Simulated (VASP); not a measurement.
# Ca (I4/mmm) in VASP: single point with PBEsol

Aim: the single point of Ca with PBEsol.

Everything below comes from runs of VASP 6.6.1. Logs are shortened: lines on timing, memory, paths and dates and some standing lists are left out, and cuts for length are marked.

**1. The cell of the first run**

The structure is tetragonal, space group I4/mmm (No. 139). Conventional cell: a = 4.541 Å, b = 4.541 Å, c = 4.360 Å, α = 90.00°, β = 90.00°, γ = 90.00°. Ca (site symmetry 4/mmm) has 14 Ca at 3.88 to 4.54 Å within 5.1 Å.

**2. Single point, PBEsol**

INCAR

```
ALGO = Fast
EDIFF = 1E-6
ENCUT = 520
GGA = PS
ISIF = 2
ISMEAR = 0
LASPH = True
LCHARG = True
LELF = True
LREAL = False
LVHAR = True
LWAVE = False
NBANDS = 11
NELM = 80
PREC = Accurate
SIGMA = 0.15
```

KPOINTS

```
k-points
0
Gamma
  16 16 16
```

POSCAR

```
Ca
1.0
   -2.2706887450      2.2706887450      2.1798611952
    2.2706887450     -2.2706887450      2.1798611952
    2.2706887450      2.2706887450     -2.1798611952
Ca
1
Direct
    0.0000000000      0.0000000000      0.0000000000
```

Potentials or basis: VASP PAW PBE potentials, release 64 (Ca_sv).

On the command line:

```sh
> cat potpaw_PBE.64/Ca_sv/POTCAR > POTCAR
> mpirun -np 1 vasp_std > vasp.out
```

OUTCAR:

```text
EDIFF = 1E-6
   ENCUT = 520
   GGA = PS
   ISIF = 2
   ISMEAR = 0
   LASPH = True
   LREAL = False
   NELM = 80
   PREC = Accurate

 ion  position               nearest neighbor table
   1  0.000  0.000  0.000-

  LATTYP: Found a body centered tetragonal cell.
 ALAT       =     4.5413774900
 C/A-ratio  =     0.9600000000

  Lattice vectors:

 A1 = (  -2.2706887450,   2.2706887450,   2.1798611952)
 A2 = (   2.2706887450,  -2.2706887450,   2.1798611952)
 A3 = (   2.2706887450,   2.2706887450,  -2.1798611952)

Analysis of symmetry for initial positions (statically):
=====================================================================
 Subroutine PRICEL returns:
 Original cell was already a primitive cell.

 Routine SETGRP: Setting up the symmetry group for a
 body centered tetragonal supercell.

 Subroutine GETGRP returns: Found 16 space group operations
 (whereof 16 operations were pure point group operations)
 out of a pool of 16 trial point group operations.

The static configuration has the point symmetry D_4h.

Analysis of symmetry for dynamics (positions and initial velocities):
=====================================================================
 Subroutine PRICEL returns:
 Original cell was already a primitive cell.

 Routine SETGRP: Setting up the symmetry group for a
 body centered tetragonal supercell.

 Subroutine GETGRP returns: Found 16 space group operations
 (whereof 16 operations were pure point group operations)
 out of a pool of 16 trial point group operations.

The dynamic configuration has the point symmetry D_4h.

 Subroutine INISYM returns: Found 16 space group operations
 (whereof 16 operations are pure point group operations),
 and found     1 'primitive' translations

----------------------------------------------------------------------------------------

                                     Primitive cell

  volume of cell :      44.9577

  direct lattice vectors                    reciprocal lattice vectors
    -2.270688745  2.270688745  2.179861195     0.000000000  0.220197507  0.229372403
     2.270688745 -2.270688745  2.179861195     0.220197507  0.000000000  0.229372403
     2.270688745  2.270688745 -2.179861195     0.220197507  0.220197507  0.000000000

  length of vectors
     3.881217539  3.881217539  3.881217539     0.317960125  0.317960125  0.311406300

  position of ions in fractional coordinates (direct lattice)
     0.000000000  0.000000000  0.000000000

  ion indices of the primitive-cell ions
   primitive index   ion index
                 1           1

----------------------------------------------------------------------------------------

 KPOINTS: k-points

Automatic generation of k-mesh.
 Grid dimensions read from file:
 generate k-points for:   16   16   16

 Generating k-lattice:

  Cartesian coordinates                     Fractional coordinates (reciprocal lattice)
     0.000000000  0.013762344  0.014335775     0.062500000  0.000000000  0.000000000
     0.013762344  0.000000000  0.014335775     0.000000000  0.062500000  0.000000000
     0.013762344  0.013762344  0.000000000     0.000000000  0.000000000  0.062500000

  Length of vectors
     0.019872508  0.019872508  0.019462894

  Shift w.r.t. Gamma in fractional coordinates (k-lattice)
     0.000000000  0.000000000  0.000000000

 Subroutine IBZKPT returns following result:
 ===========================================

 Found    349 irreducible k-points:

 Following reciprocal coordinates:
            Coordinates               Weight
  0.000000  0.000000  0.000000      1.000000
  0.062500  0.000000 -0.000000      8.000000
  0.125000  0.000000 -0.000000      8.000000
  0.187500  0.000000 -0.000000      8.000000
  0.250000  0.000000 -0.000000      8.000000
  0.312500  0.000000 -0.000000      8.000000
[... 16 lines left out ...]
 -0.125000  0.062500  0.000000     16.000000
 -0.062500  0.062500  0.000000      4.000000
 [... further k-points ...]
   k-points           NKPTS =    349   k-points in BZ     NKDIM =    349   number of bands    NBANDS=     11
   number of dos      NEDOS =    301   number of ions     NIONS =      1
   total plane-waves  NPLWV =  27000
   dimension x,y,z NGX =    30 NGY =   30 NGZ =   30
   dimension x,y,z NGXF=    60 NGYF=   60 NGZF=   60
   ions per type =               1
   NGX,Y,Z   is equivalent  to a cutoff of  12.85, 12.85, 12.85 a.u.
   NGXF,Y,Z  is equivalent  to a cutoff of  25.70, 25.70, 25.70 a.u.
 SYSTEM =  unknown system
   PREC   = accura    normal or accurate (medium, high low for compatibility)
   ISTART =      0    job   : 0-new  1-cont  2-samecut
   ICHARG =      2    charge: 1-file 2-atom 10-const
   ISPIN  =      1    spin polarized calculation?
   LNONCOLLINEAR =      F non collinear calculations
   LSORBIT =      F    spin-orbit coupling
   LASPH  =      T    aspherical Exc in radial PAW
   ENCUT  =  520.0 eV  38.22 Ry    6.18 a.u.   7.22  7.22  7.22*2*pi/ulx,y,z
   NELM   =     80;   NELMIN=  2; NELMDL= -5     # of ELM steps
   EDIFF  = 0.1E-05   stopping-criterion for ELM
   LREAL  =      F    real-space projection
   EDIFFG = 0.1E-04   stopping-criterion for IOM
   NSW    =      0    number of steps for IOM
   IBRION =     -1    ionic relax: 0-MD 1-quasi-New 2-CG
   NFREE  =      0    steps in history (QN), initial steepest desc. (CG)
   ISIF   =      2    stress and relaxation
   ISYM   =      2    0-nonsym 1-usesym 2-fastsym
   POTIM  = 0.5000    time-step for ionic-motion
   TEBEG  =    0.0;   TEEND  =   0.0 temperature during run
   PSTRESS=    0.0 pullay stress
   NELECT =      10.0000    total number of electrons
   NUPDOWN=      -1.0000    fix difference up-down
   EMIN   =  10.00;   EMAX   =-10.00  energy-range for DOS
   EFERMI =   0.00;   METHOD = LEGACY
   ISMEAR =     0;   SIGMA  =   0.15  broadening in eV -4-tet -1-fermi 0-gaus
   EFERMI_NEDOS =   21; number of points for ismear=-14 and -15
   IALGO  =     68    algorithm
   IMIX   =      4    mixing-type and parameters
     AMIX     =   0.40;   BMIX     =  1.00
     AMIX_MAG =   1.60;   BMIX_MAG =  1.00
  volume/ion in A,a.u.               =      44.96       303.39
  Fermi-wavevector in a.u.,A,eV,Ry     =   0.991913  1.874443 13.386649  0.983891
  Thomas-Fermi vector in A             =   2.123688
   LORBIT       =      0    0 simple, 1 ext, 2 COOP (PROOUT), +10 PAW based schemes
   GGA     = PS    functional components
   LHFCALC =     F    Hartree Fock is set to
   AEXX    =    0.0000 exact exchange contribution
   IVDW    =     0    specifies the selected vdW correction
   LEPSILON=     F    determine dielectric tensor
   LRPA    =     F    only Hartree local field effects (RPA)
 non-spin polarized calculation
 RMM-DIIS sequential band-by-band and
 Gauss-broadening in eV      SIGMA  =   0.15
  energy-cutoff  :      520.00
  volume of cell :       44.96
 maximum number of plane-waves:      1232
 NGX is ok and might be reduce to    30
   NGX = 15   NGY = 15   NGZ = 15

 number of electron      10.0000001 magnetization

 Free energy of the ion-electron system (eV)
  ---------------------------------------------------
  ext. energy  EPLUGINS =         0.00000000
  ---------------------------------------------------
  free energy    TOTEN  =        -2.10426331 eV

  energy without entropy =       -2.08657883  energy(sigma->0) =       -2.09542107

 E-fermi :   1.6990     XC(G=0):  -7.6122

 val. band max:        1.6967005059   @ k =  -0.3125  -0.4375   0.1875
 cond. band min:       1.6999154451   @ k =  -0.4375  -0.4375   0.1875
 fundamental gap:      0.0032149392
 Fermi energy:         1.6990139331

 k-point     1 :       0.0000    0.0000    0.0000
  band No.  band energies     occupation
      1     -40.3464      2.00000
      2     -21.3459      2.00000
      3     -21.3413      2.00000
      4     -21.3413      2.00000
      5      -2.2648      2.00000
      6       3.7717      0.00000
      7       3.9501      0.00000
      8       3.9501      0.00000
      9       4.7682      0.00000
     10       4.9889      0.00000
     11      11.4506      0.00000

 k-point     2 :       0.0625    0.0000   -0.0000
  band No.  band energies     occupation
      1     -40.3460      2.00000
      2     -21.3491      2.00000
      3     -21.3428      2.00000
      4     -21.3426      2.00000
      5      -2.1965      2.00000
      6       3.7668      0.00000
      7       3.9241      0.00000
      8       3.9611      0.00000
      9       4.7598      0.00000
     10       4.9512      0.00000
     11      11.5336      0.00000

 k-point     3 :       0.1250    0.0000   -0.0000
  band No.  band energies     occupation
      1     -40.3447      2.00000
      2     -21.3608      2.00000
      3     -21.3471      2.00000
      4     -21.3434      2.00000
      5      -1.9940      2.00000
      6       3.6830      0.00000
      7       3.8157      0.00000
      8       4.0726      0.00000
      9       4.7347      0.00000
     10       4.8941      0.00000
     11      11.1489      0.00000

 k-point     4 :       0.1875    0.0000   -0.0000
  band No.  band energies     occupation
      1     -40.3429      2.00000
      2     -21.3791      2.00000
      3     -21.3535      2.00000
      4     -21.3437      2.00000
      5      -1.6647      2.00000
      6       3.5254      0.00000
      7       3.5783      0.00000
      8       4.3009      0.00000
      9       4.7277      0.00000
     10       4.8855      0.00000
     11      10.2539      0.00000
[... 239 lines left out ...]
 k-point    22 :      -0.1875    0.0625    0.0000
  band No.  band energies     occupation
      1     -40.3436      2.00000
      2     -21.3712      2.00000
      3     -21.3503      2.00000
      4     -21.3446      2.00000
      5      -1.8033      2.00000
      6       3.5720      0.00000
      7       3.6974      0.00000
      8       4.2360      0.00000
      9       4.6287      0.00000
     10       4.9526      0.00000
     11      10.7918      0.00000

 k-point    23 :      -0.1250    0.0625    0.0000
  band No.  band energies     occupation
      1     -40.3452      2.00000
      2     -21.3557      2.00000
      3     -21.3469      2.00000
      4     -21.3426      2.00000
      5      -2.0667      2.00000
      6       3.7007      0.00000
      7       3.8521      0.00000
      8       4.0721      0.00000
      9       4.6658      0.00000
     10       4.9654      0.00000
     11      11.1488      0.00000

 k-point    24 :      -0.0625    0.0625    0.0000
  band No.  band energies     occupation
      1     -40.3460      2.00000
      2     -21.3473      2.00000
      3     -21.3456      2.00000
      4     -21.3412      2.00000
      5      -2.1993      2.00000
      6       3.7511      0.00000
      7       3.9136      0.00000
      8       3.9990      0.00000
      9       4.7183      0.00000
     10       4.9852      0.00000
     11      11.3471      0.00000

 [... further k-points ...]
[... 5 lines left out ...]
  --------------------------------------------------------------------------------------
  -------------------------------------------------------------------------------------
  Total       -0.4308098     -0.4308098     -0.4292570      0.0000000      0.0000000     -0.0000000
  in kB      -15.3529579    -15.3529579    -15.2976201      0.0000000      0.0000000     -0.0000000
  external PRESSURE =     -15.3345120 kB  Pullay stress =       0.0000000 kB

 VOLUME and BASIS-vectors are now :
 -----------------------------------------------------------------------------
  energy-cutoff  :      520.00
  volume of cell :       44.96
      direct lattice vectors                 reciprocal lattice vectors
    -2.270688745  2.270688745  2.179861195     0.000000000  0.220197507  0.229372403
     2.270688745 -2.270688745  2.179861195     0.220197507  0.000000000  0.229372403
     2.270688745  2.270688745 -2.179861195     0.220197507  0.220197507  0.000000000

 POSITION                                       TOTAL-FORCE (eV/Angst)
 -----------------------------------------------------------------------------------
      0.00000      0.00000      0.00000         0.000000      0.000000     -0.000000
 -----------------------------------------------------------------------------------
    total drift:                               -0.000000     -0.000000      0.000000

  FREE ENERGIE OF THE ION-ELECTRON SYSTEM (eV)
  ---------------------------------------------------
  free  energy   TOTEN  =        -2.1042633141 eV

  energy  without entropy=       -2.0865788324  energy(sigma->0) =       -2.09542107
```

Run time: 82 s. Hardware: 1 thread of Intel Xeon 6975P-C (Granite Rapids), shared host; peak memory 0.29 GiB.

What came out:

```
Free energy            : -2.1043 eV
Pressure               : -1.5 GPa
Band gap on the k mesh : zero (band 5 reaches 2.01 eV, above the bottom of band 6 at 1.54 eV)
```

Caveat: the PAW data sets were made with another functional, which shifts forces and pressure a little.
